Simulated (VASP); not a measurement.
Input of a VASP 6.6.1 run:

Contents of INCAR:

```
SYSTEM = Cs8Sn7GeI23
  PREC = Accurate
  ENCUT = 410
  EDIFF = 1E-6
  ISMEAR = -1
  SIGMA = 0.05
  LREAL = Auto
  LASPH = .True.
  NELM = 120
  ALGO = Normal
  ISIF = 2
  LWAVE = .False.
  LCHARG = .False.
  GGA = PS
  NELECT = 344.0
  ISYM = -1
  NBANDS = 198
  GGA_COMPAT = .False.
```

The input KPOINTS:

```
explicit points
1
Reciprocal
  0.25000000   0.25000000   0.25000000 1
```

Contents of POSCAR:

```
Cs8Sn7GeI23
1.0
   12.3144620000      0.0000000000      0.0000000000
    0.0000000000     12.3144620000      0.0000000000
    0.0000000000      0.0000000000     12.3144620000
Cs Ge Sn I
8 1 7 23
Direct
    0.9818530000      0.0160510000      0.0024660000
    0.9997820000      0.0174510000      0.4993280000
    0.9973720000      0.4832140000      0.9981790000
    0.9782740000      0.4732280000      0.4914970000
    0.5264460000      0.0311900000      0.0009820000
    0.5053050000      0.0137920000      0.4985390000
    0.5133700000      0.4716330000      0.0017770000
    0.5154020000      0.4859700000      0.4980860000
    0.2568520000      0.2629240000      0.2436270000
    0.2528000000      0.2538970000      0.7450450000
    0.2510300000      0.7563550000      0.2713670000
    0.2525320000      0.7506530000      0.7318120000
    0.7561520000      0.2512410000      0.2501760000
    0.7529730000      0.2512070000      0.7489340000
    0.7554730000      0.7513080000      0.2490170000
    0.7551160000      0.7509450000      0.7510560000
    0.2541650000      0.2346910000      0.0117950000
    0.2524540000      0.2707200000      0.4987820000
    0.1800370000      0.7266390000      0.5014990000
    0.7550650000      0.2543880000      0.9999040000
    0.7490870000      0.2461280000      0.4996130000
    0.7028120000      0.7492150000      0.9999470000
    0.7936570000      0.7529240000      0.4989800000
    0.0052000000      0.2481660000      0.2516380000
    0.0025160000      0.2514700000      0.7502360000
    0.0005330000      0.7491420000      0.2043260000
    0.0000620000      0.7539200000      0.7983570000
    0.4934350000      0.2487520000      0.2497530000
    0.5026320000      0.2513740000      0.7521090000
    0.4955680000      0.7481390000      0.2956820000
    0.4963420000      0.7485740000      0.6983060000
    0.2486220000      0.9957560000      0.2716850000
    0.2511610000      0.0006390000      0.7309480000
    0.2508150000      0.4900330000      0.2272250000
    0.2550530000      0.5041220000      0.7796120000
    0.7488930000      0.0010510000      0.2458170000
    0.7492950000      0.0011980000      0.7532880000
    0.7488140000      0.5001450000      0.2517770000
    0.7522100000      0.5005910000      0.7468540000
```

Potentials or basis: VASP PAW PBE potentials, release 64 (Cs_sv, Ge_d, Sn_d, I).

Command:

```bash
$ cat potpaw_PBE.64/Cs_sv/POTCAR potpaw_PBE.64/Ge_d/POTCAR potpaw_PBE.64/Sn_d/POTCAR potpaw_PBE.64/I/POTCAR > POTCAR
$ mpirun -np 1 vasp_std > vasp.out
```

Problem. Predict the largest force.

Solution. 0.036 eV/Å.

Forces on the atoms (eV/Å):
```
Cs   0.002 -0.006 -0.001
Cs   0.000 -0.001  0.001
Cs   0.001  0.005 -0.002
Cs   0.004  0.006  0.007
Cs  -0.004  0.001  0.005
Cs  -0.001 -0.001  0.002
Cs  -0.004  0.003  0.001
Cs  -0.002  0.006  0.004
Ge   0.008 -0.031 -0.005
Sn   0.000  0.003  0.010
Sn   0.007  0.008 -0.001
Sn  -0.016  0.003  0.000
Sn  -0.008  0.001  0.001
Sn   0.004 -0.004 -0.002
Sn  -0.026  0.004  0.016
Sn   0.000  0.008 -0.006
I   -0.002 -0.011 -0.013
I   -0.003  0.001 -0.010
I    0.002 -0.002 -0.003
I    0.004  0.002 -0.001
I    0.002 -0.001  0.000
I   -0.007  0.005  0.002
I    0.000  0.000  0.001
I    0.004  0.004  0.000
I   -0.006 -0.006 -0.001
I   -0.001 -0.004 -0.009
I    0.005 -0.011 -0.004
I    0.000  0.004  0.001
I   -0.005 -0.005  0.000
I    0.018 -0.006 -0.001
I    0.009 -0.004 -0.001
I   -0.002  0.036 -0.004
I    0.002  0.004  0.001
I   -0.002 -0.006  0.014
I    0.003  0.000 -0.002
I    0.004  0.002  0.002
I    0.002 -0.003 -0.006
I    0.008 -0.005 -0.005
I   -0.003  0.001  0.008
```

Caveat: the cell carries a net charge on a neutralising background, which shifts energy and pressure; the PAW data sets were made with another functional, which shifts forces and pressure a little.
